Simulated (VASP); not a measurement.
CoBi (rocksalt type):

```
CELL_PARAMETERS angstrom
0.00000 2.72265 2.72265
2.72265 0.00000 2.72265
2.72265 2.72265 0.00000
ATOMIC_POSITIONS crystal
Co 0.00000 0.00000 0.00000
Bi 0.50000 0.50000 0.50000
```

Base run:

```yaml
Program: VASP 6.6.1
Functional: PBE
Potentials_or_basis: VASP PAW PBE potentials, release 64 (Co, Bi_d)
Cutoff: 520 eV
k_mesh: 13 × 13 × 13
Occupations: fermi-dirac, width 0.05 eV
Spin: collinear spin, ferromagnetic start
Starting_moments: "[2.0, 0.0] μB"
```

Its results: pressure -2.0 GPa; net moment 0.61 μB per cell; site moments Co +0.66; Bi -0.04 μB.

Q: The run is repeated on the same cell with these changes: dispersion from none to D3(BJ). What comes out?

A: Pressure -5.7 GPa; net moment 0.61 μB per cell; site moments Co +0.66; Bi -0.04 μB.

Dispersion adds attraction, which lowers the pressure at fixed volume and, as a term added to the energy, leaves the levels alone.

Caveats: spin-orbit coupling is left out, which moves the levels of the heavy elements; the cell stands under tension (at least some runs).
